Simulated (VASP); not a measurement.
A run of VASP 6.6.1 is set up as follows.

The input INCAR:

```
PREC = Accurate ; ENCUT = 520
EDIFF = 1E-6 ; ISMEAR = 0
SIGMA = 0.1 ; LREAL = F
LASPH = T ; NELM = 100
ALGO = Normal ; ISIF = 2
LWAVE = F ; LCHARG = F
LDIPOL = T ; IDIPOL = 3
DIPOL = 0.5 0.5 0.381 ; GGA = CA
IBRION = 2 ; NSW = 36
EDIFFG = -0.025
```

File KPOINTS:

```
Automatic mesh
0
Gamma
  9 9 1
```

Contents of POSCAR:

```
Mg4C
1.0
    3.1466128692      0.0000000000      0.0000000000
   -1.5733064346      2.7250466806      0.0000000000
    0.0000000000      0.0000000000     23.0605951812
Mg C
4 1
Selective dynamics
Direct
    0.6666666667      0.3333333333      0.1734560608  F F F
    0.3333333333      0.6666666667      0.2827092830  F F F
    0.6666666667      0.3333333333      0.3902185408  F F F
    0.3333333333      0.6666666667      0.5013138252  F F F
    0.3333333333      1.1666666667      0.5597714231  F F T
```

Potentials or basis: VASP PAW LDA potentials, release 64 (Mg, C).

The run is started by

```bash
$ cat potpaw_LDA.64/Mg/POTCAR potpaw_LDA.64/C/POTCAR > POTCAR
$ mpirun -np 1 vasp_std > vasp.out
```

(1) What does it give for the energy gained by relaxing?

(2) Estimate the band gap on the k mesh.

## Answers

(1) 0.6 meV/atom.

(2) zero (bands 6 and 7 overlap by 0.15 eV).
